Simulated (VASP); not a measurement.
Input of a VASP 6.6.1 run:

Contents of POSCAR:

```
NaH
1.0
    0.0000000000      2.2514347641      2.3910237195
    2.2514347641      0.0000000000      2.3910237195
    2.2514347641      2.2514347641      0.0000000000
Na H
1 1
Direct
    0.0000000000      0.0000000000      0.0000000000
    0.5000000000      0.5000000000      0.5000000000
```

INCAR.step1

```
SYSTEM = NaH
  PREC = Accurate
  ENCUT = 520
  ISMEAR = -1
  SIGMA = 0.2
  LREAL = .FALSE.
  LASPH = .TRUE.
  NELM = 80
  NBANDS = 11
  GGA = PE
  ALGO = Normal
  EDIFF = 1E-4
  LWAVE = .TRUE.
  LCHARG = .FALSE.
```

INCAR.step2

```
SYSTEM = NaH
  PREC = Accurate
  ENCUT = 520
  EDIFF = 1E-7
  ISMEAR = -1
  SIGMA = 0.2
  LREAL = .FALSE.
  LASPH = .TRUE.
  NELM = 80
  ALGO = Normal
  ISIF = 2
  LWAVE = .FALSE.
  LCHARG = .TRUE.
  METAGGA = R2SCAN
  LMIXTAU = .TRUE.
  LELF = .TRUE.
  LVHAR = .TRUE.
  NBANDS = 11
  ISTART = 1
```

KPOINTS

```
Automatic mesh
0
G
  10 10 10
  0 0 0
```

Potentials or basis: VASP PAW PBE potentials, release 64 (Na_pv, H).

Command:

```sh
$ cat potpaw_PBE.64/Na_pv/POTCAR potpaw_PBE.64/H/POTCAR > POTCAR
$ cp INCAR.step1 INCAR
$ mpirun -np 1 vasp_std > vasp.out
$ cp INCAR.step2 INCAR
$ mpirun -np 1 vasp_std > vasp.out
```

(1) What does it give for the band gap on the k mesh?

(2) Estimate the pressure.

## Answers

(1) 4.63 eV, indirect (least direct gap 5.44 eV).

(2) 4.0 GPa.

Caveat: the PAW data sets were made with another functional, which shifts forces and pressure a little.
